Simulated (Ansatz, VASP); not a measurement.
# Two plane-wave programs on BP

File INCAR:

```
PREC = Accurate
ENCUT = 500
EDIFF = 1E-7
ISMEAR = 0
SIGMA = 0.01
LREAL = False
LASPH = True
NELM = 120
ALGO = Normal
ISIF = 3
LWAVE = False
LCHARG = False
GGA = PE
IBRION = 2
NSW = 80
EDIFFG = -0.001
GGA_COMPAT = False
NELMIN = 4
```

The input KPOINTS:

```
regular mesh
0
Gamma
  10 10 10
```

File POSCAR:

```
BP
1.0
    0.0000000000      2.2741519252      2.2741519252
    2.2741519252      0.0000000000      2.2741519252
    2.2741519252      2.2741519252      0.0000000000
B P
1 1
Direct
    0.0000000000      0.0000000000      0.0000000000
    0.2500000000      0.2500000000      0.2500000000
```

Input for Ansatz:

```yaml
crystal:
  lattice:
    - [0.0, 2.2741519229, 2.2741519229]
    - [2.2741519229, 0.0, 2.2741519229]
    - [2.2741519229, 2.2741519229, 0.0]
  atoms:
    - { symbol: B, position: [0.0, 0.0, 0.0] }
    - { symbol: P, position: [0.25, 0.25, 0.25] }
basis:
  ecutwfc: 420
kpoints:
  mp_grid: { grid: [10, 10, 10] }
hamiltonian:
  xc: pbe
scf:
  occupations: { method: fixed }
output:
  forces: true
  stress: true
  eigenvalues: true
relax:
  adjacent_minimum: "off"
  f_tol: 0.001
  max_steps: 60
  cell: { stress_tol: 0.01 }
```

Alike in both runs: task relaxation of cell and atoms; functional PBE; k mesh 10 × 10 × 10; no spin polarisation.

|  | VASP | Ansatz |
| --- | --- | --- |
| version | VASP 6.6.1 | Ansatz 0.2.0 |
| potentials or method | VASP PAW PBE potentials, release 64 (B, P), cutoff 500 eV | scalar-relativistic, plane waves, PAW |
| occupations | gaussian, width 0.01 eV | fixed |
| valence electrons in the cell | 8 | 8 |

Ansatz gave:

```
gap on the k mesh at the Fermi level, each at its own relaxed structure (eV) : 1.25
relaxed volume (Å³/atom)                                                     : 11.76
relaxed cell length with the largest relative difference (Å)                 : 3.216
```

Question: Which values does VASP return?

Answer: gap on the k mesh at the Fermi level, each at its own relaxed structure (eV): 1.25; relaxed volume (Å³/atom): 11.75; relaxed cell length with the largest relative difference (Å): 3.215.
